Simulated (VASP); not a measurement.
# PbSe2 (R-3m) in VASP: single point with PBEsol

Aim: the single point of PbSe2 with PBEsol.

Everything below comes from runs of VASP 6.6.1. Logs are shortened: lines on timing, memory, paths and dates and some standing lists are left out, and cuts for length are marked.

**1. The cell of the first run**

Symmetry: R-3m, No. 166, trigonal system. Conventional cell: a = 4.030 Å, b = 4.030 Å, c = 17.141 Å, α = 90.00°, β = 90.00°, γ = 120.00°. Pb (site symmetry -3m) has 6 Se at 2.86 Å within 3.8 Å. Se (site symmetry 3m) has 3 Pb at 2.86 Å and 3 Se at 3.33 Å within 3.8 Å.

**2. Single point, PBEsol**

File INCAR:

```
SYSTEM = PbSe2
PREC = Accurate
ENCUT = 520
EDIFF = 1E-6
ISMEAR = -1
SIGMA = 0.02
LREAL = .FALSE.
LASPH = .TRUE.
NELM = 100
ALGO = Normal
ISIF = 2
LWAVE = .FALSE.
LCHARG = .FALSE.
GGA = PS
NBANDS = 20
```

File KPOINTS:

```
Automatic mesh
0
G
  6 6 6
  0 0 0
```

File POSCAR:

```
PbSe2
1.0
    2.0150468105      1.1633878185      5.7137171054
   -2.0150468105      1.1633878185      5.7137171054
    0.0000000000     -2.3267756369      5.7137171054
Pb Se
1 2
Direct
    0.0000000000      0.0000000000      0.0000000000
    0.2362761241      0.2362761241      0.2362761241
    0.7637238759      0.7637238759      0.7637238759
```

Potentials or basis: VASP PAW PBE potentials, release 64 (Pb_d, Se).

Command:

```sh
$ cat potpaw_PBE.64/Pb_d/POTCAR potpaw_PBE.64/Se/POTCAR > POTCAR
$ mpirun -np 1 vasp_std > vasp.out
```

OUTCAR:

```text
SYSTEM = PbSe2
   PREC = Accurate
   ENCUT = 520
   EDIFF = 1E-6
   ISMEAR = -1
   LREAL = .FALSE.
   LASPH = .TRUE.
   NELM = 100
   ISIF = 2
   GGA = PS

 ion  position               nearest neighbor table
   1  0.000  0.000  0.000-   3 2.86   2 2.86   3 2.86   3 2.86   2 2.86   2 2.86
   2  0.236  0.236  0.236-   1 2.86   1 2.86   1 2.86
   3  0.764  0.764  0.764-   1 2.86   1 2.86   1 2.86

  LATTYP: Found a trigonal (rhomboedric) cell.
 ALAT       =     6.1693150370
 COS(alpha) =     0.7866334287

  Lattice vectors:

 A1 = (   2.0150468105,   1.1633878185,   5.7137171054)
 A2 = (  -2.0150468105,   1.1633878185,   5.7137171054)
 A3 = (   0.0000000000,  -2.3267756369,   5.7137171054)

Analysis of symmetry for initial positions (statically):
=====================================================================
 Subroutine PRICEL returns:
 Original cell was already a primitive cell.

 Routine SETGRP: Setting up the symmetry group for a
 trigonal (rhombohedral) supercell.

 Subroutine GETGRP returns: Found 12 space group operations
 (whereof 12 operations were pure point group operations)
 out of a pool of 12 trial point group operations.

The static configuration has the point symmetry D_3d.

Analysis of symmetry for dynamics (positions and initial velocities):
=====================================================================
 Subroutine PRICEL returns:
 Original cell was already a primitive cell.

 Routine SETGRP: Setting up the symmetry group for a
 trigonal (rhombohedral) supercell.

 Subroutine GETGRP returns: Found 12 space group operations
 (whereof 12 operations were pure point group operations)
 out of a pool of 12 trial point group operations.

The dynamic configuration has the point symmetry D_3d.

 Subroutine INISYM returns: Found 12 space group operations
 (whereof 12 operations are pure point group operations),
 and found     1 'primitive' translations

----------------------------------------------------------------------------------------

                                     Primitive cell

  volume of cell :      80.3673

  direct lattice vectors                    reciprocal lattice vectors
     2.015046810  1.163387818  5.713717105     0.248133193  0.143259766  0.058339138
    -2.015046810  1.163387818  5.713717105    -0.248133193  0.143259766  0.058339138
     0.000000000 -2.326775637  5.713717105     0.000000000 -0.286519532  0.058339138

  length of vectors
     6.169315037  6.169315037  6.169315037     0.292398525  0.292398525  0.292398525

  position of ions in fractional coordinates (direct lattice)
     0.000000000  0.000000000  0.000000000
     0.236276124  0.236276124  0.236276124
     0.763723876  0.763723876  0.763723876

  ion indices of the primitive-cell ions
   primitive index   ion index
                 1           1
                 2           2
                 3           3

----------------------------------------------------------------------------------------

 KPOINTS: Automatic mesh

Automatic generation of k-mesh.
 Grid dimensions read from file:
 generate k-points for:    6    6    6

 Generating k-lattice:

  Cartesian coordinates                     Fractional coordinates (reciprocal lattice)
     0.041355532  0.023876628  0.009723190     0.166666667  0.000000000 -0.000000000
    -0.041355532  0.023876628  0.009723190     0.000000000  0.166666667 -0.000000000
     0.000000000 -0.047753255  0.009723190     0.000000000  0.000000000  0.166666667

  Length of vectors
     0.048733087  0.048733087  0.048733087

  Shift w.r.t. Gamma in fractional coordinates (k-lattice)
     0.000000000  0.000000000  0.000000000

 Subroutine IBZKPT returns following result:
 ===========================================

 Found     32 irreducible k-points:

 Following reciprocal coordinates:
            Coordinates               Weight
  0.000000  0.000000  0.000000      1.000000
  0.166667 -0.000000  0.000000      6.000000
  0.333333 -0.000000 -0.000000      6.000000
  0.500000 -0.000000  0.000000      3.000000
  0.166667  0.166667  0.000000      6.000000
  0.333333  0.166667 -0.000000     12.000000
[... 16 lines left out ...]
  0.500000  0.500000  0.166667      6.000000
 -0.333333  0.500000  0.166667     12.000000
 [... further k-points ...]
   k-points           NKPTS =     32   k-points in BZ     NKDIM =     32   number of bands    NBANDS=     20
   number of dos      NEDOS =    301   number of ions     NIONS =      3
   total plane-waves  NPLWV = 110592
   dimension x,y,z NGX =    48 NGY =   48 NGZ =   48
   dimension x,y,z NGXF=    96 NGYF=   96 NGZF=   96
   ions per type =               1   2
   NGX,Y,Z   is equivalent  to a cutoff of  12.93, 12.93, 12.93 a.u.
   NGXF,Y,Z  is equivalent  to a cutoff of  25.87, 25.87, 25.87 a.u.
 SYSTEM =  PbSe2
   PREC   = accura    normal or accurate (medium, high low for compatibility)
   ISTART =      0    job   : 0-new  1-cont  2-samecut
   ICHARG =      2    charge: 1-file 2-atom 10-const
   ISPIN  =      1    spin polarized calculation?
   LNONCOLLINEAR =      F non collinear calculations
   LSORBIT =      F    spin-orbit coupling
   LASPH  =      T    aspherical Exc in radial PAW
   ENCUT  =  520.0 eV  38.22 Ry    6.18 a.u.  11.47 11.47 11.47*2*pi/ulx,y,z
   NELM   =    100;   NELMIN=  2; NELMDL= -5     # of ELM steps
   EDIFF  = 0.1E-05   stopping-criterion for ELM
   LREAL  =      F    real-space projection
[... 7 lines left out ...]
   TEBEG  =    0.0;   TEEND  =   0.0 temperature during run
   PSTRESS=    0.0 pullay stress
   NELECT =      26.0000    total number of electrons
   NUPDOWN=      -1.0000    fix difference up-down
   EMIN   =  10.00;   EMAX   =-10.00  energy-range for DOS
   EFERMI =   0.00;   METHOD = LEGACY
   ISMEAR =    -1;   SIGMA  =   0.02  broadening in eV -4-tet -1-fermi 0-gaus
   EFERMI_NEDOS =   21; number of points for ismear=-14 and -15
   IALGO  =     38    algorithm
   IMIX   =      4    mixing-type and parameters
     AMIX     =   0.40;   BMIX     =  1.00
     AMIX_MAG =   1.60;   BMIX_MAG =  1.00
  volume/ion in A,a.u.               =      26.79       180.78
  Fermi-wavevector in a.u.,A,eV,Ry     =   1.123844  2.123757 17.184506  1.263026
  Thomas-Fermi vector in A             =   2.260513
   LORBIT       =      0    0 simple, 1 ext, 2 COOP (PROOUT), +10 PAW based schemes
   GGA     = PS    functional components
   LHFCALC =     F    Hartree Fock is set to
   AEXX    =    0.0000 exact exchange contribution
   IVDW    =     0    specifies the selected vdW correction
   LEPSILON=     F    determine dielectric tensor
   LRPA    =     F    only Hartree local field effects (RPA)
 non-spin polarized calculation
  energy-cutoff  :      520.00
  volume of cell :       80.37
 maximum number of plane-waves:      2187
 NGX is ok and might be reduce to    48
   NGX = 23   NGY = 23   NGZ = 23

 number of electron      26.0000001 magnetization

 Free energy of the ion-electron system (eV)
  ---------------------------------------------------
  ext. energy  EPLUGINS =         0.00000000
  ---------------------------------------------------
  free energy    TOTEN  =       -11.83353271 eV

  energy without entropy =      -11.82956109  energy(sigma->0) =      -11.83154690

 E-fermi :   4.0416     XC(G=0):  -9.7535

 val. band max:        4.0309403812   @ k =  -0.1667   0.3333   0.1667
 cond. band min:       4.0571518147   @ k =   0.3333   0.3333  -0.0000
 fundamental gap:      0.0262114334
 Fermi energy:         4.0416428051

 k-point     1 :       0.0000    0.0000    0.0000
  band No.  band energies     occupation
      1     -12.4428      2.00000
      2     -12.4428      2.00000
      3     -12.3975      2.00000
      4     -12.3636      2.00000
      5     -12.3636      2.00000
      6      -9.7865      2.00000
[... 12 lines left out ...]
     19      12.0614      0.00000
     20      12.0614      0.00000

 k-point     2 :       0.1667   -0.0000    0.0000
  band No.  band energies     occupation
      1     -12.4790      2.00000
      2     -12.4285      2.00000
      3     -12.3866      2.00000
      4     -12.3730      2.00000
      5     -12.3606      2.00000
      6      -9.5403      2.00000
[... 12 lines left out ...]
     19      12.4910      0.00000
     20      12.6261      0.00000

 k-point     3 :       0.3333   -0.0000   -0.0000
  band No.  band energies     occupation
      1     -12.5593      2.00000
      2     -12.4132      2.00000
      3     -12.3983      2.00000
      4     -12.3502      2.00000
      5     -12.3409      2.00000
      6      -8.8544      2.00000
[... 12 lines left out ...]
     19      12.6506      0.00000
     20      13.8683      0.00000

 k-point     4 :       0.5000   -0.0000    0.0000
  band No.  band energies     occupation
      1     -12.5999      2.00000
      2     -12.4117      2.00000
      3     -12.4060      2.00000
      4     -12.3360      2.00000
      5     -12.3246      2.00000
      6      -8.0463      2.00000
[... 12 lines left out ...]
     19      13.5957      0.00000
     20      13.9141      0.00000

 k-point     5 :       0.1667    0.1667    0.0000
  band No.  band energies     occupation
      1     -12.4789      2.00000
      2     -12.4284      2.00000
      3     -12.3856      2.00000
      4     -12.3736      2.00000
      5     -12.3605      2.00000
      6      -9.5158      2.00000
[... 12 lines left out ...]
     19      12.4292      0.00000
     20      12.8007      0.00000
[... 353 lines left out ...]
      6      -8.0525      2.00000
[... 12 lines left out ...]
     19      12.5258      0.00000
     20      13.8179      0.00000

 k-point    22 :      -0.1667    0.3333    0.1667
  band No.  band energies     occupation
      1     -12.5644      2.00000
      2     -12.4429      2.00000
      3     -12.3900      2.00000
      4     -12.3491      2.00000
      5     -12.3318      2.00000
      6      -8.4030      2.00000
[... 12 lines left out ...]
     19      12.5950      0.00000
     20      13.2876      0.00000

 k-point    23 :       0.5000    0.5000    0.1667
  band No.  band energies     occupation
      1     -12.5600      2.00000
      2     -12.4123      2.00000
      3     -12.3976      2.00000
      4     -12.3491      2.00000
      5     -12.3408      2.00000
      6      -8.6040      2.00000
[... 12 lines left out ...]
     19      12.3458      0.00000
     20      13.5118      0.00000

 k-point    24 :      -0.3333    0.5000    0.1667
  band No.  band energies     occupation
      1     -12.5662      2.00000
      2     -12.4425      2.00000
      3     -12.3901      2.00000
      4     -12.3489      2.00000
      5     -12.3310      2.00000
      6      -8.1776      2.00000
[... 12 lines left out ...]
     19      12.6134      0.00000
     20      14.1631      0.00000

 [... further k-points ...]
[... 5 lines left out ...]
  --------------------------------------------------------------------------------------
  -------------------------------------------------------------------------------------
  Total       -0.1556921     -0.1556921     -0.3968640      0.0000000     -0.0000000      0.0000000
  in kB       -3.1038271     -3.1038271     -7.9117516      0.0000000     -0.0000000      0.0000000
  external PRESSURE =      -4.7064686 kB  Pullay stress =       0.0000000 kB

 VOLUME and BASIS-vectors are now :
 -----------------------------------------------------------------------------
  energy-cutoff  :      520.00
  volume of cell :       80.37
      direct lattice vectors                 reciprocal lattice vectors
     2.015046810  1.163387818  5.713717105     0.248133193  0.143259766  0.058339138
    -2.015046810  1.163387818  5.713717105    -0.248133193  0.143259766  0.058339138
     0.000000000 -2.326775637  5.713717105     0.000000000 -0.286519532  0.058339138

 POSITION                                       TOTAL-FORCE (eV/Angst)
 -----------------------------------------------------------------------------------
      0.00000      0.00000      0.00000         0.000000      0.000000      0.000000
      0.00000      0.00000      4.05004         0.000000     -0.000000     -0.260745
      0.00000      0.00000     13.09111         0.000000      0.000000      0.260745
 -----------------------------------------------------------------------------------
    total drift:                                0.000000     -0.000000      0.000000

  FREE ENERGIE OF THE ION-ELECTRON SYSTEM (eV)
  ---------------------------------------------------
  free  energy   TOTEN  =       -11.8335327069 eV

  energy  without entropy=      -11.8295610887  energy(sigma->0) =      -11.83154690
```

Run time: 2.5 min. Hardware: 1 thread of AMD EPYC 7R13, shared host; peak memory 0.34 GiB.

Results:

```yaml
Free_energy: -11.8335 eV
Pressure: -0.5 GPa
Largest_force: 0.261 eV/Å
Band_gap_on_the_k_mesh: zero (band 13 reaches 4.32 eV, above the bottom of band 14 at 3.69 eV)
```

Forces in eV/Å, atoms in the order of the input:
```
Pb   0.000  0.000  0.000
Se   0.000  0.000 -0.261
Se   0.000  0.000  0.261
```

Stress tensor (GPa, compression positive):
```
-0.31  0.00  0.00
 0.00 -0.31  0.00
 0.00  0.00 -0.79
```

Levels at points of the mesh, in eV from the Fermi level:
```csv
k point,band 9,band 10,band 11,band 12,band 13,band 14,band 15,band 16,band 17,band 18
"(0.00, 0.00, 0.00)",-0.84,-0.84,-0.73,-0.65,-0.65,-0.31,2.86,3.94,3.94,7.65
"(0.50, 0.00, 0.00)",-4.10,-2.91,-2.16,-2.00,-1.37,0.71,3.37,5.75,5.76,7.04
"(0.50, 0.50, 0.00)",-4.73,-2.71,-1.63,-1.28,-0.08,0.18,2.95,4.36,5.07,5.74
"(0.50, 0.50, 0.50)",-2.45,-1.29,-1.29,-0.20,-0.20,1.86,2.64,4.28,4.28,6.32
```

Caveat: the PAW data sets were made with another functional, which shifts forces and pressure a little; spin-orbit coupling is left out, which moves the levels of the heavy elements.
